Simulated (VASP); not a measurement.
## Pt: relaxation of cell and atoms with PBE

Pt:

```xyz
1
Lattice="0.0000 1.9853 1.9853 1.9853 0.0000 1.9853 1.9853 1.9853 0.0000" Properties=species:S:1:pos:R:3 pbc="T T T"
Pt    0.0000    0.0000    0.0000
```

```yaml
Program: VASP 6.6.1
Task: relaxation of cell and atoms
Functional: PBE
Potentials_or_basis: VASP PAW PBE potentials, release 64 (Pt)
Cutoff: 600 eV
k_mesh: 18 × 18 × 18
Occupations: gaussian, width 0.1 eV
Spin: no spin polarisation
Dipole_correction: no
Further_INCAR_settings: ALGO = Normal; EDIFF = 1e-07; IBRION = 2; EDIFFG = -0.01; NSW = 80; ISIF = 3
```

| Item | Value |
| --- | --- |
| Relaxed volume | 15.62 Å³/atom |
| Relaxed cell | a = 2.806 Å, b = 2.806 Å, c = 2.806 Å, α = 60.00°, β = 60.00°, γ = 60.00° |
| Space group after relaxing (to 0.1 Å) | Fm-3m (No. 225) |
| Energy gained by relaxing | 0.0 meV/atom |
| Ionic steps | 3 |
| Pressure after relaxing | 0.0 GPa |
| Band gap on the k mesh | zero (bands 5 and 6 overlap by 2.10 eV) |

Final structure:
```
Pt
1.0
     0.00000    1.98393    1.98393
     1.98393    0.00000    1.98393
     1.98393    1.98393    0.00000
Pt
1
Direct
  0.00000 0.00000 0.00000
```

Levels at points of the mesh, in eV from the Fermi level:
| k point | band 3 | band 4 | band 5 | band 6 | band 7 | band 8 |
| --- | --- | --- | --- | --- | --- | --- |
| (0.00, 0.00, 0.00) | -3.58 | -3.58 | -1.55 | -1.55 | 14.73 | 19.50 |
| (0.50, 0.00, 0.00) | -3.64 | -0.33 | 0.03 | 0.03 | 5.58 | 14.29 |
| (0.50, 0.50, 0.00) | 0.00 | 0.45 | 0.45 | 1.85 | 8.51 | 11.28 |

Wall time 36 s on 1 thread of AMD EPYC 9R45 96-Core Processor (Zen 5), on a shared host, peak memory 0.14 GiB.

Caveat: spin-orbit coupling is left out, which moves the levels of the heavy elements.
